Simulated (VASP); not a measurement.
# In2O3 (P-3m1) in VASP: notebook

In2O3 is run at these levels: r2SCAN; tasks: single point.

Everything below comes from runs of VASP 6.6.1. Logs are shortened: lines on timing, memory, paths and dates and some standing lists are left out, and cuts for length are marked.

**1. The cell of the first run**

It takes space group P-3m1 (No. 164, trigonal). The conventional cell has a = 3.487 Å, b = 3.487 Å, c = 6.216 Å, α = 90.00°, β = 90.00°, γ = 120.00°. In (site symmetry 3m) has 7 O at 2.12 to 2.59 Å within 2.8 Å. O (site symmetry -3m) has 6 In at 2.49 Å and 6 O at 2.94 Å within 3.3 Å. Within 2.8 Å of O (site symmetry 3m) lie 4 In at 2.12 to 2.59 Å and 3 O at 2.78 Å.

**2. Single point, r2SCAN (13.09 Å³/atom)**

Contents of POSCAR:

```
In2O3
1.0
    3.4868810177      0.0000000000      0.0000000000
   -1.7434405089      3.0197275413      0.0000000000
    0.0000000000      0.0000000000      6.2159764599
In O
2 3
Direct
    0.3333333333      0.6666666667      0.2370762018
    0.6666666667      0.3333333333      0.7629237982
    0.0000000000      0.0000000000      0.0000000000
    0.3333333333      0.6666666667      0.6542365645
    0.6666666667      0.3333333333      0.3457634355
```

Contents of INCAR.step1:

```
SYSTEM = In2O3
PREC     = Accurate       ! precision mode
ENCUT    = 520            ! plane-wave cutoff, eV
ISMEAR   = 0              ! smearing method
SIGMA    = 0.01           ! smearing width, eV
LREAL    = .False.        ! projectors in reciprocal space
LASPH    = .True.         ! aspherical terms in the spheres
NELM     = 80             ! most SCF steps
NBANDS   = 30             ! bands
GGA      = PE             ! functional
ALGO     = Normal         ! electronic algorithm
EDIFF    = 1E-4           ! SCF threshold, eV
LWAVE    = .True.         ! write WAVECAR
LCHARG   = .False.        ! write CHGCAR
```

Contents of INCAR.step2:

```
SYSTEM = In2O3
PREC     = Accurate       ! precision mode
ENCUT    = 520            ! plane-wave cutoff, eV
EDIFF    = 1E-7           ! SCF threshold, eV
ISMEAR   = 0              ! smearing method
SIGMA    = 0.01           ! smearing width, eV
LREAL    = .False.        ! projectors in reciprocal space
LASPH    = .True.         ! aspherical terms in the spheres
NELM     = 80             ! most SCF steps
ALGO     = Normal         ! electronic algorithm
ISIF     = 2              ! what is computed and relaxed
LWAVE    = .False.        ! write WAVECAR
LCHARG   = .False.        ! write CHGCAR
METAGGA  = R2SCAN         ! meta-GGA
LMIXTAU  = .True.       
NBANDS   = 30             ! bands
ISTART   = 1
```

Contents of KPOINTS:

```
Automatic mesh
0
Gamma
  9 9 4
  0 0 0
```

Potentials or basis: VASP PAW PBE potentials, release 64 (In_d, O).

Run with:

```bash
$ cat potpaw_PBE.64/In_d/POTCAR potpaw_PBE.64/O/POTCAR > POTCAR
$ cp INCAR.step1 INCAR
$ mpirun -np 1 vasp_std > vasp.out
$ cp INCAR.step2 INCAR
$ mpirun -np 1 vasp_std > vasp.out
```

OUTCAR:

```text
SYSTEM = In2O3
   PREC = Accurate
   ENCUT = 520
   EDIFF = 1E-7
   ISMEAR = 0
   LREAL = .False.
   LASPH = .True.
   NELM = 80
   ISIF = 2
   METAGGA = R2SCAN
   ISTART = 1

 ion  position               nearest neighbor table
   1  0.333  0.667  0.237-   5 2.12   5 2.12   5 2.12   3 2.49   3 2.49   3 2.49   4 2.59   2 3.57
                             2 3.57   2 3.57   2 3.84   2 3.84   2 3.84
   2  0.667  0.333  0.763-   4 2.12   4 2.12   4 2.12   3 2.49   3 2.49   3 2.49   5 2.59   1 3.57
                             1 3.57   1 3.57   1 3.84   1 3.84   1 3.84
   3  0.000  0.000  0.000-   1 2.49   2 2.49   2 2.49   1 2.49   2 2.49   1 2.49
   4  0.333  0.667  0.654-   2 2.12   2 2.12   2 2.12   1 2.59
   5  0.667  0.333  0.346-   1 2.12   1 2.12   1 2.12   2 2.59

  LATTYP: Found a hexagonal cell.
 ALAT       =     3.4868810177
 C/A-ratio  =     1.7826752414

  Lattice vectors:

 A1 = (   3.4868810177,   0.0000000000,   0.0000000000)
 A2 = (  -1.7434405089,   3.0197275413,   0.0000000000)
 A3 = (   0.0000000000,   0.0000000000,   6.2159764599)

Analysis of symmetry for initial positions (statically):
=====================================================================
 Subroutine PRICEL returns:
 Original cell was already a primitive cell.

 Routine SETGRP: Setting up the symmetry group for a
 hexagonal supercell.

 Subroutine GETGRP returns: Found 12 space group operations
 (whereof 12 operations were pure point group operations)
 out of a pool of 24 trial point group operations.

The static configuration has the point symmetry D_3d.

Analysis of symmetry for dynamics (positions and initial velocities):
=====================================================================
 Subroutine PRICEL returns:
 Original cell was already a primitive cell.

 Routine SETGRP: Setting up the symmetry group for a
 hexagonal supercell.

 Subroutine GETGRP returns: Found 12 space group operations
 (whereof 12 operations were pure point group operations)
 out of a pool of 24 trial point group operations.

The dynamic configuration has the point symmetry D_3d.

 Subroutine INISYM returns: Found 12 space group operations
 (whereof 12 operations are pure point group operations),
 and found     1 'primitive' translations

----------------------------------------------------------------------------------------

                                     Primitive cell

  volume of cell :      65.4507

  direct lattice vectors                    reciprocal lattice vectors
     3.486881018  0.000000000  0.000000000     0.286789252  0.165577852  0.000000000
    -1.743440509  3.019727541  0.000000000     0.000000000  0.331155704  0.000000000
     0.000000000  0.000000000  6.215976460     0.000000000  0.000000000  0.160875770

  length of vectors
     3.486881018  3.486881018  6.215976460     0.331155704  0.331155704  0.160875770

  position of ions in fractional coordinates (direct lattice)
     0.333333333  0.666666667  0.237076202
     0.666666667  0.333333333  0.762923798
     0.000000000  0.000000000  0.000000000
     0.333333333  0.666666667  0.654236565
     0.666666667  0.333333333  0.345763435

  ion indices of the primitive-cell ions
   primitive index   ion index
                 1           1
                 2           2
                 3           3
                 4           4
                 5           5

----------------------------------------------------------------------------------------

 KPOINTS: Automatic mesh

Automatic generation of k-mesh.
 Grid dimensions read from file:
 generate k-points for:    9    9    4

 Generating k-lattice:

  Cartesian coordinates                     Fractional coordinates (reciprocal lattice)
     0.031865472  0.018397539  0.000000000     0.111111111 -0.000000000  0.000000000
     0.000000000  0.036795078  0.000000000     0.000000000  0.111111111  0.000000000
     0.000000000  0.000000000  0.040218943     0.000000000  0.000000000  0.250000000

  Length of vectors
     0.036795078  0.036795078  0.040218943

  Shift w.r.t. Gamma in fractional coordinates (k-lattice)
     0.000000000  0.000000000  0.000000000

 Subroutine IBZKPT returns following result:
 ===========================================

 Found     43 irreducible k-points:

 Following reciprocal coordinates:
            Coordinates               Weight
  0.000000  0.000000  0.000000      1.000000
  0.111111 -0.000000  0.000000      6.000000
  0.222222 -0.000000  0.000000      6.000000
  0.333333 -0.000000  0.000000      6.000000
  0.444444 -0.000000  0.000000      6.000000
  0.111111  0.111111  0.000000      6.000000
[... 16 lines left out ...]
  0.222222  0.111111  0.250000     12.000000
 -0.111111  0.333333  0.250000     12.000000
 [... further k-points ...]
   k-points           NKPTS =     43   k-points in BZ     NKDIM =     43   number of bands    NBANDS=     30
   number of dos      NEDOS =    301   number of ions     NIONS =      5
   total plane-waves  NPLWV =  37632
   dimension x,y,z NGX =    28 NGY =   28 NGZ =   48
   dimension x,y,z NGXF=    56 NGYF=   56 NGZF=   96
   ions per type =               2   3
   NGX,Y,Z   is equivalent  to a cutoff of  13.35, 13.35, 12.84 a.u.
   NGXF,Y,Z  is equivalent  to a cutoff of  26.70, 26.70, 25.68 a.u.
 SYSTEM =  In2O3
   PREC   = accura    normal or accurate (medium, high low for compatibility)
   ISTART =      1    job   : 0-new  1-cont  2-samecut
   ICHARG =      0    charge: 1-file 2-atom 10-const
   ISPIN  =      1    spin polarized calculation?
   LNONCOLLINEAR =      F non collinear calculations
   LSORBIT =      F    spin-orbit coupling
   LASPH  =      T    aspherical Exc in radial PAW
   ENCUT  =  520.0 eV  38.22 Ry    6.18 a.u.   6.48  6.48 11.56*2*pi/ulx,y,z
   NELM   =     80;   NELMIN=  2; NELMDL=  0     # of ELM steps
   EDIFF  = 0.1E-06   stopping-criterion for ELM
   LREAL  =      F    real-space projection
   EDIFFG = 0.1E-05   stopping-criterion for IOM
   NSW    =      0    number of steps for IOM
   IBRION =     -1    ionic relax: 0-MD 1-quasi-New 2-CG
   NFREE  =      0    steps in history (QN), initial steepest desc. (CG)
   ISIF   =      2    stress and relaxation
   ISYM   =      2    0-nonsym 1-usesym 2-fastsym
   POTIM  = 0.5000    time-step for ionic-motion
   TEBEG  =    0.0;   TEEND  =   0.0 temperature during run
   PSTRESS=    0.0 pullay stress
   NELECT =      44.0000    total number of electrons
   NUPDOWN=      -1.0000    fix difference up-down
   EMIN   =  10.00;   EMAX   =-10.00  energy-range for DOS
   EFERMI =   0.00;   METHOD = LEGACY
   ISMEAR =     0;   SIGMA  =   0.01  broadening in eV -4-tet -1-fermi 0-gaus
   EFERMI_NEDOS =   21; number of points for ismear=-14 and -15
   IALGO  =     38    algorithm
   IMIX   =      4    mixing-type and parameters
     AMIX     =   0.40;   BMIX     =  1.00
     AMIX_MAG =   1.60;   BMIX_MAG =  1.00
  volume/ion in A,a.u.               =      13.09        88.34
  Fermi-wavevector in a.u.,A,eV,Ry     =   1.434127  2.710107 27.983381  2.056721
  Thomas-Fermi vector in A             =   2.553570
   LORBIT       =      0    0 simple, 1 ext, 2 COOP (PROOUT), +10 PAW based schemes
   METAGGA = R2SCAN    functional components
   LHFCALC =     F    Hartree Fock is set to
   AEXX    =    0.0000 exact exchange contribution
   IVDW    =     0    specifies the selected vdW correction
   LEPSILON=     F    determine dielectric tensor
   LRPA    =     F    only Hartree local field effects (RPA)
 non-spin polarized calculation
 Gauss-broadening in eV      SIGMA  =   0.01
  energy-cutoff  :      520.00
  volume of cell :       65.45
 maximum number of plane-waves:      1793
 NGX is ok and might be reduce to    28
   NGX = 13   NGY = 13   NGZ = 23

 number of electron      44.0000005 magnetization

 Free energy of the ion-electron system (eV)
  ---------------------------------------------------
  ext. energy  EPLUGINS =         0.00000000
  ---------------------------------------------------
  free energy    TOTEN  =       -71.40033372 eV

  energy without entropy =      -71.40033372  energy(sigma->0) =      -71.40033372

 E-fermi :   5.3107     XC(G=0): -11.7982

 val. band max:        5.1954039678   @ k =   0.0000   0.0000   0.0000
 cond. band min:       6.1239087926   @ k =   0.0000   0.0000   0.0000
 fundamental gap:      0.9285048248
 Fermi energy:         5.3106743815

 k-point     1 :       0.0000    0.0000    0.0000
  band No.  band energies     occupation
      1     -13.3349      2.00000
      2     -12.4908      2.00000
      3     -11.7658      2.00000
      4      -7.8880      2.00000
      5      -7.8880      2.00000
      6      -7.8595      2.00000
[... 22 lines left out ...]
     29      17.6918      0.00000
     30      17.6918      0.00000

 k-point     2 :       0.1111   -0.0000    0.0000
  band No.  band energies     occupation
      1     -13.2700      2.00000
      2     -12.4902      2.00000
      3     -11.7994      2.00000
      4      -7.8573      2.00000
      5      -7.8563      2.00000
      6      -7.8495      2.00000
[... 22 lines left out ...]
     29      17.2960      0.00000
     30      17.8363      0.00000

 k-point     3 :       0.2222   -0.0000    0.0000
  band No.  band energies     occupation
      1     -13.1059      2.00000
      2     -12.4991      2.00000
      3     -11.8637      2.00000
      4      -7.8117      2.00000
      5      -7.8032      2.00000
      6      -7.7978      2.00000
[... 22 lines left out ...]
     29      17.5275      0.00000
     30      18.1951      0.00000

 k-point     4 :       0.3333   -0.0000    0.0000
  band No.  band energies     occupation
      1     -12.9230      2.00000
      2     -12.5343      2.00000
      3     -11.8902      2.00000
      4      -7.7897      2.00000
      5      -7.7715      2.00000
      6      -7.7383      2.00000
[... 616 lines left out ...]
     29      17.6881      0.00000
     30      18.1595      0.00000

 k-point    23 :       0.2222    0.1111    0.2500
  band No.  band energies     occupation
      1     -12.9495      2.00000
      2     -12.5587      2.00000
      3     -11.8812      2.00000
      4      -7.8218      2.00000
      5      -7.7671      2.00000
      6      -7.7353      2.00000
[... 22 lines left out ...]
     29      17.3270      0.00000
     30      18.1087      0.00000

 k-point    24 :      -0.1111    0.3333    0.2500
  band No.  band energies     occupation
      1     -12.9590      2.00000
      2     -12.5434      2.00000
      3     -11.8865      2.00000
      4      -7.8155      2.00000
      5      -7.7542      2.00000
      6      -7.7077      2.00000
[... 22 lines left out ...]
     29      17.5477      0.00000
     30      18.2159      0.00000

 [... further k-points ...]

------------------------ aborting loop because EDIFF is reached ----------------------------------------

  FORCE on cell =-STRESS in cart. coord.  units (eV):
  Direction    XX          YY          ZZ          XY          YZ          ZX
  --------------------------------------------------------------------------------------
  -------------------------------------------------------------------------------------
  Total       -3.9058871     -3.9058871     -2.5030926      0.0000000      0.0000000      0.0000000
  in kB      -95.6127963    -95.6127963    -61.2735783      0.0000000      0.0000000      0.0000000
  external PRESSURE =     -84.1663903 kB  Pullay stress =       0.0000000 kB

 VOLUME and BASIS-vectors are now :
 -----------------------------------------------------------------------------
  energy-cutoff  :      520.00
  volume of cell :       65.45
      direct lattice vectors                 reciprocal lattice vectors
     3.486881018  0.000000000  0.000000000     0.286789252  0.165577852  0.000000000
    -1.743440509  3.019727541  0.000000000     0.000000000  0.331155704  0.000000000
     0.000000000  0.000000000  6.215976460     0.000000000  0.000000000  0.160875770

 POSITION                                       TOTAL-FORCE (eV/Angst)
 -----------------------------------------------------------------------------------
     -0.00000      2.01315      1.47366         0.000000     -0.000000      0.187419
      1.74344      1.00658      4.74232        -0.000000      0.000000     -0.187419
      0.00000      0.00000      0.00000        -0.000000      0.000000      0.000000
     -0.00000      2.01315      4.06672         0.000000      0.000000      0.267977
      1.74344      1.00658      2.14926        -0.000000      0.000000     -0.267977
 -----------------------------------------------------------------------------------
    total drift:                                0.000000     -0.000000      0.000000

  FREE ENERGIE OF THE ION-ELECTRON SYSTEM (eV)
  ---------------------------------------------------
  free  energy   TOTEN  =       -71.4003337213 eV

  energy  without entropy=      -71.4003337213  energy(sigma->0) =      -71.40033372
```

Run time: 9.6 min. Hardware: 1 thread of Intel Xeon 8259CL, shared host; peak memory 0.24 GiB.

What came out:

```
Free energy            : -71.4003 eV
Pressure               : -8.4 GPa
Largest force          : 0.268 eV/Å
Band gap on the k mesh : 0.93 eV
```

Forces on the atoms (eV/Å):
```
In   0.000  0.000  0.187
In   0.000  0.000 -0.187
O    0.000  0.000  0.000
O    0.000  0.000  0.268
O    0.000  0.000 -0.268
```

Caveat: the cell stands under tension; the PAW data sets were made with another functional, which shifts forces and pressure a little; spin-orbit coupling is left out, which moves the levels of the heavy elements.

**3. Single point, r2SCAN**

This run uses another cell than the first one, of 12.35 Å³/atom.

Changes to POSCAR since step 2:

```diff
@@ -2,5 +2,5 @@
 1.0
-    3.4868810177      0.0000000000      0.0000000000
-   -1.7434405089      3.0197275413      0.0000000000
-    0.0000000000      0.0000000000      6.2159764599
+    3.4198089128      0.0000000000      0.0000000000
+   -1.7099044564      2.9616413946      0.0000000000
+    0.0000000000      0.0000000000      6.0964086790
 In O
```

Contents of INCAR.step1:

```
SYSTEM = In2O3
  PREC = Accurate
  ENCUT = 520
  ISMEAR = 0
  SIGMA = 0.01
  LREAL = .FALSE.
  LASPH = .TRUE.
  NELM = 60
  NBANDS = 30
  GGA = PE
  ALGO = Normal
  EDIFF = 1E-4
  LWAVE = .TRUE.
  LCHARG = .FALSE.
```

Contents of INCAR.step2:

```
SYSTEM = In2O3
  PREC = Accurate
  ENCUT = 520
  EDIFF = 1E-6
  ISMEAR = 0
  SIGMA = 0.01
  LREAL = .FALSE.
  LASPH = .TRUE.
  NELM = 60
  ALGO = Normal
  ISIF = 2
  LWAVE = .FALSE.
  LCHARG = .TRUE.
  METAGGA = R2SCAN
  LMIXTAU = .TRUE.
  LELF = .TRUE.
  LVHAR = .TRUE.
  NBANDS = 30
  ISTART = 1
```

Contents of KPOINTS:

```
regular mesh
0
G
  12 12 4
  0 0 0
```

Potentials or basis: VASP PAW PBE potentials, release 64 (In_d, O).

Run with:

```bash
$ cat potpaw_PBE.64/In_d/POTCAR potpaw_PBE.64/O/POTCAR > POTCAR
$ cp INCAR.step1 INCAR
$ mpirun -np 1 vasp_std > vasp.out
$ cp INCAR.step2 INCAR
$ mpirun -np 1 vasp_std > vasp.out
```

It took 9.9 min on 1 thread of Intel Xeon 8259CL, shared host; peak memory 0.27 GiB.

It converged, with:

| Quantity | Value |
| --- | --- |
| Free energy | -71.4860 eV |
| Pressure | 0.9 GPa |
| Largest force | 0.025 eV/Å |
| Band gap on the k mesh | 1.30 eV (least direct gap 1.32 eV) |

Forces on the atoms (eV/Å):
```
In   0.000  0.000 -0.001
In   0.000  0.000  0.001
O    0.000  0.000  0.000
O    0.000  0.000 -0.025
O    0.000  0.000  0.025
```

Stress tensor (GPa, compression positive):
```
1.14 0.00 0.00
0.00 1.14 0.00
0.00 0.00 0.54
```

Levels at points of the mesh, in eV from the valence-band top:
```
           k point  band 19  band 20  band 21  band 22  band 23  band 24  band 25  band 26
(0.00, 0.00, 0.00)    -1.08    -0.59    -0.59    -0.02     1.30     5.77     6.64    12.02
(0.50, 0.00, 0.00)    -1.32    -1.06    -0.61    -0.36     4.68     6.94     7.90    10.29
(0.00, 0.00, 0.50)    -0.82    -0.82    -0.70    -0.70     3.40     4.41     6.39    11.19
(0.50, 0.00, 0.50)    -1.80    -1.28    -0.27    -0.02     5.07     6.81     7.23     9.57
```

Caveat: the PAW data sets were made with another functional, which shifts forces and pressure a little; spin-orbit coupling is left out, which moves the levels of the heavy elements.
